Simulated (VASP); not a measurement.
# Cs2LiScF6 (I4mm) in VASP: single point with PBEsol

Aim: the single point of Cs2LiScF6 with PBEsol.

Everything below comes from runs of VASP 6.6.1. Logs are shortened: lines on timing, memory, paths and dates and some standing lists are left out, and cuts for length are marked.

## Step 1: The cell of the first run

It takes space group I4mm (No. 107, tetragonal). The conventional cell has a = 6.076 Å, b = 6.076 Å, c = 8.593 Å, α = 90.00°, β = 90.00°, γ = 90.00°. Within 4.0 Å of Cs (site symmetry 2mm) lie 12 F at 3.02 to 3.06 Å and 4 Li at 3.51 to 3.96 Å and 4 Sc at 3.70 to 3.74 Å. Within 2.3 Å of Li (site symmetry 4mm) lie 5 F at 1.75 to 2.30 Å. Sc (site symmetry 4mm) has 6 F at 1.95 to 2.12 Å within 2.6 Å. F (site symmetry 4mm) has 1 Li at 1.75 Å and 1 Sc at 2.12 Å within 2.3 Å. F (site symmetry m) has 1 Sc at 2.03 Å and 1 Li at 2.30 Å within 2.7 Å. F (site symmetry 4mm) has 1 Sc at 1.95 Å within 2.6 Å.

## Step 2: Single point, PBEsol (atoms displaced along a vibrational mode)

Contents of INCAR:

```
PREC = Accurate
ENCUT = 520
EDIFF = 1E-7
ISMEAR = 0
SIGMA = 0.05
LREAL = F
LASPH = T
NELM = 100
ALGO = Normal
ISIF = 2
LWAVE = F
LCHARG = F
GGA = PS
NBANDS = 48
```

Contents of KPOINTS:

```
Automatic mesh
0
Gamma
  6 6 6
```

Contents of POSCAR:

```
Cs2LiScF6
1.0
    0.0000000000      4.2963951983      4.2963951983
    4.2963951983      0.0000000000      4.2963951983
    4.2963951983      4.2963951983      0.0000000000
Cs Li Sc F
2 1 1 6
Direct
    0.7517743800      0.7482256200      0.7482256200
    0.2517743800      0.2482256200      0.2482256200
    0.5465506525      0.4534493475      0.4534493475
   -0.0030510315      0.0030510315      0.0030510315
    0.7503113525      0.2496886475      0.2496886475
    0.2346014300      0.2390377562      0.7653985700
    0.2239505387      0.7760494613      0.7760494613
    0.2346014300      0.7653985700      0.2390377562
    0.7609622438      0.2390377562      0.7653985700
    0.7609622438      0.7653985700      0.2390377562
```

Potentials or basis: VASP PAW PBE potentials, release 64 (Cs_sv, Li_sv, Sc_sv, F).

Run with:

```console
cat potpaw_PBE.64/Cs_sv/POTCAR potpaw_PBE.64/Li_sv/POTCAR potpaw_PBE.64/Sc_sv/POTCAR potpaw_PBE.64/F/POTCAR > POTCAR
mpirun -np 1 vasp_std > vasp.out
```

OUTCAR:

```text
PREC = Accurate
   ENCUT = 520
   EDIFF = 1E-7
   ISMEAR = 0
   LREAL = F
   LASPH = T
   NELM = 100
   ISIF = 2
   GGA = PS

 ion  position               nearest neighbor table
   1  0.752  0.748  0.748-
   2  0.252  0.248  0.248-
   3  0.547  0.453  0.453-   5 1.75
   4  0.997  0.003  0.003-   7 1.95   6 2.03   8 2.03   9 2.03  10 2.03   5 2.12
   5  0.750  0.250  0.250-   3 1.75   4 2.12
   6  0.235  0.239  0.765-   4 2.03
   7  0.224  0.776  0.776-   4 1.95
   8  0.235  0.765  0.239-   4 2.03
   9  0.761  0.239  0.765-   4 2.03
  10  0.761  0.765  0.239-   4 2.03

  LATTYP: Found a face centered cubic cell.
 ALAT       =     8.5927903966

  Lattice vectors:

 A1 = (   0.0000000000,   4.2963951983,   4.2963951983)
 A2 = (   4.2963951983,   0.0000000000,   4.2963951983)
 A3 = (   4.2963951983,   4.2963951983,   0.0000000000)

Analysis of symmetry for initial positions (statically):
=====================================================================
 Subroutine PRICEL returns:
 Original cell was already a primitive cell.

 Routine SETGRP: Setting up the symmetry group for a
 face centered cubic supercell.

 Subroutine GETGRP returns: Found  8 space group operations
 (whereof  8 operations were pure point group operations)
 out of a pool of 48 trial point group operations.

The static configuration has the point symmetry C_4v.

Analysis of symmetry for dynamics (positions and initial velocities):
=====================================================================
 Subroutine PRICEL returns:
 Original cell was already a primitive cell.

 Routine SETGRP: Setting up the symmetry group for a
 face centered cubic supercell.

 Subroutine GETGRP returns: Found  8 space group operations
 (whereof  8 operations were pure point group operations)
 out of a pool of 48 trial point group operations.

The dynamic configuration has the point symmetry C_4v.

 Subroutine INISYM returns: Found  8 space group operations
 (whereof  8 operations are pure point group operations),
 and found     1 'primitive' translations

----------------------------------------------------------------------------------------

                                     Primitive cell

  volume of cell :     158.6144

  direct lattice vectors                    reciprocal lattice vectors
[... 105 lines left out ...]
   EDIFFG = 0.1E-05   stopping-criterion for IOM
   NSW    =      0    number of steps for IOM
   IBRION =     -1    ionic relax: 0-MD 1-quasi-New 2-CG
   NFREE  =      0    steps in history (QN), initial steepest desc. (CG)
   ISIF   =      2    stress and relaxation
   ISYM   =      2    0-nonsym 1-usesym 2-fastsym
   POTIM  = 0.5000    time-step for ionic-motion
   TEBEG  =    0.0;   TEEND  =   0.0 temperature during run
   PSTRESS=    0.0 pullay stress
   NELECT =      74.0000    total number of electrons
   NUPDOWN=      -1.0000    fix difference up-down
   EMIN   =  10.00;   EMAX   =-10.00  energy-range for DOS
   EFERMI =   0.00;   METHOD = LEGACY
   ISMEAR =     0;   SIGMA  =   0.05  broadening in eV -4-tet -1-fermi 0-gaus
   EFERMI_NEDOS =   21; number of points for ismear=-14 and -15
   IALGO  =     38    algorithm
   IMIX   =      4    mixing-type and parameters
     AMIX     =   0.40;   BMIX     =  1.00
     AMIX_MAG =   1.60;   BMIX_MAG =  1.00
  volume/ion in A,a.u.               =      15.86       107.04
  Fermi-wavevector in a.u.,A,eV,Ry     =   1.269710  2.399404 21.934813  1.612163
  Thomas-Fermi vector in A             =   2.402737
   LORBIT       =      0    0 simple, 1 ext, 2 COOP (PROOUT), +10 PAW based schemes
   GGA     = PS    functional components
   LHFCALC =     F    Hartree Fock is set to
   AEXX    =    0.0000 exact exchange contribution
   IVDW    =     0    specifies the selected vdW correction
   LEPSILON=     F    determine dielectric tensor
   LRPA    =     F    only Hartree local field effects (RPA)
 non-spin polarized calculation
 Gauss-broadening in eV      SIGMA  =   0.05
  energy-cutoff  :      520.00
  volume of cell :      158.61
 maximum number of plane-waves:      4314
 NGX is ok and might be reduce to    48
   NGX = 23   NGY = 23   NGZ = 23

 number of electron      74.0000004 magnetization

 Free energy of the ion-electron system (eV)
  ---------------------------------------------------
  ext. energy  EPLUGINS =         0.00000000
  ---------------------------------------------------
  free energy    TOTEN  =       -55.22392461 eV

  energy without entropy =      -55.22392461  energy(sigma->0) =      -55.22392461

 E-fermi :  -1.3228     XC(G=0):  -9.7163

 val. band max:       -1.6188234769   @ k =   0.0000  -0.1667   0.1667
 cond. band min:       5.1520088721   @ k =   0.0000   0.0000   0.0000
 fundamental gap:      6.7708323491
 Fermi energy:        -1.3228218358

 k-point     1 :       0.0000    0.0000    0.0000
  band No.  band energies     occupation
      1     -47.3090      2.00000
      2     -42.7702      2.00000
      3     -26.3492      2.00000
      4     -26.2883      2.00000
      5     -26.2883      2.00000
      6     -21.4109      2.00000
[... 1213 lines left out ...]
     47       9.0195      0.00000
     48       9.2182      0.00000

 [... further k-points ...]
[... 5 lines left out ...]
  --------------------------------------------------------------------------------------
  -------------------------------------------------------------------------------------
  Total        2.4288402      0.4198277      0.4198277     -0.0000000      0.0000000      0.0000000
  in kB       24.5339157      4.2407140      4.2407140     -0.0000000      0.0000000      0.0000000
  external PRESSURE =      11.0051146 kB  Pullay stress =       0.0000000 kB

 VOLUME and BASIS-vectors are now :
 -----------------------------------------------------------------------------
  energy-cutoff  :      520.00
  volume of cell :      158.61
      direct lattice vectors                 reciprocal lattice vectors
     0.000000000  4.296395198  4.296395198    -0.116376631  0.116376631  0.116376631
     4.296395198  0.000000000  4.296395198     0.116376631 -0.116376631  0.116376631
     4.296395198  4.296395198  0.000000000     0.116376631  0.116376631 -0.116376631

 POSITION                                       TOTAL-FORCE (eV/Angst)
 -----------------------------------------------------------------------------------
      6.42935      6.44459      6.44459         0.012000      0.000000      0.000000
      2.13295      2.14820      2.14820         0.012000      0.000000      0.000000
      3.89640      4.29640      4.29640         0.879389      0.000000      0.000000
      0.02622      4.29640      4.29640         0.127804      0.000000      0.000000
      2.14552      4.29640      4.29640        -0.719605      0.000000      0.000000
      4.31546      4.29640      2.03494        -0.002360      0.000000      0.038889
      6.66843      4.29640      4.29640        -0.302146      0.000000      0.000000
      4.31546      2.03494      4.29640        -0.002360      0.038889      0.000000
      4.31546      6.55785      4.29640        -0.002360     -0.038889      0.000000
      4.31546      4.29640      6.55785        -0.002360      0.000000     -0.038889
 -----------------------------------------------------------------------------------
    total drift:                               -0.000342     -0.000004     -0.000004

  FREE ENERGIE OF THE ION-ELECTRON SYSTEM (eV)
  ---------------------------------------------------
  free  energy   TOTEN  =       -55.2239246129 eV

  energy  without entropy=      -55.2239246129  energy(sigma->0) =      -55.22392461
```

stdout:

```text
POSCAR found type information on POSCAR CsLiScF
 POSCAR found :  4 types and      10 ions
 scaLAPACK will be used
 -----------------------------------------------------------------------------
|                                                                             |
|                                                                             |
|     You enforced a specific xc type in the INCAR file but a different       |
|     I HOPE YOU KNOW WHAT YOU ARE DOING!                                     |
|                                                                             |
 -----------------------------------------------------------------------------

 LDA part: xc-table for (Slater+PW92), standard interpolation
 POSCAR, INCAR and KPOINTS ok, starting setup
 FFT: planning ... GRIDC
 FFT: planning ... GRID_SOFT
 FFT: planning ... GRID
 WAVECAR not read
 entering main loop
```

Run time: 5.9 min. Hardware: 1 thread of Intel Xeon Platinum 8259CL at 2.50GHz (Skylake/Cascade Lake), shared host; peak memory 0.44 GiB.

What came out:

| Item | Value |
| --- | --- |
| Free energy | -55.2239 eV |
| Largest force | 0.879 eV/Å |
| Band gap on the k mesh | 6.77 eV (least direct gap 6.78 eV) |

Forces on the atoms (eV/Å):
```
Cs   0.012  0.000  0.000
Cs   0.012  0.000  0.000
Li   0.879  0.000  0.000
Sc   0.128  0.000  0.000
F   -0.720  0.000  0.000
F   -0.002  0.000  0.039
F   -0.302  0.000  0.000
F   -0.002  0.039  0.000
F   -0.002 -0.039  0.000
F   -0.002  0.000 -0.039
```

Caveat: the cell differs from its parent crystal (atoms displaced along a vibrational mode); the cutoff is under 1.25 times the usual one of these potentials, so pressure, stress and relaxed cells hold a basis-set (Pulay) error; the PAW data sets were made with another functional, which shifts forces and pressure a little; spin-orbit coupling is left out, which moves the levels of the heavy elements.
